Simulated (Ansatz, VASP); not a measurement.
## CoSi2: VASP beside Ansatz

```
Co Si
1.0
     5.35988    0.00000    0.00000
     0.00000   -5.35988    0.00000
     0.00000    0.00000   -5.35988
Co Si
4 8
Direct
  0.53958 0.53958 0.00000
  0.00000 0.00000 0.00000
  0.00000 0.50000 0.50000
  0.50000 0.00000 0.50000
  0.25000 0.25000 0.25000
  0.75000 0.75000 0.25000
  0.75000 0.25000 0.75000
  0.25000 0.75000 0.75000
  0.75000 0.75000 0.75000
  0.25000 0.25000 0.75000
  0.25000 0.75000 0.25000
  0.75000 0.25000 0.25000
```

Alike in both runs: task single point; functional PBE; k mesh 10 × 10 × 10; occupations gaussian, width 0.15 eV; no spin polarisation.

|  | VASP | Ansatz |
| --- | --- | --- |
| version | VASP 6.6.1 | Ansatz 0.2.0 |
| potentials or method | VASP PAW PBE potentials, release 64 (Co, Si), cutoff 520 eV | scalar-relativistic, plane waves, PAW |
| valence electrons in the cell | 68 | 100 |

```tsv
	VASP	Ansatz	Ansatz less VASP
gap on the k mesh at the Fermi level (eV)	none	none	-
pressure (GPa)	2.0	2.1	+0.09
traceless stress, the component that is largest in VASP (GPa)	-1.89	-1.87	+0.026
rms of the force components (eV/Å)	0.901	0.895	-0.0063
```

Atom by atom the forces differ by 0.008 eV/Å (rms over components). A gap of «none» marks a metal or a gap that the smearing closes. VASP's potentials hold 68 valence electrons a cell and Ansatz's 100, so a difference there can come from the potentials and not from the codes.
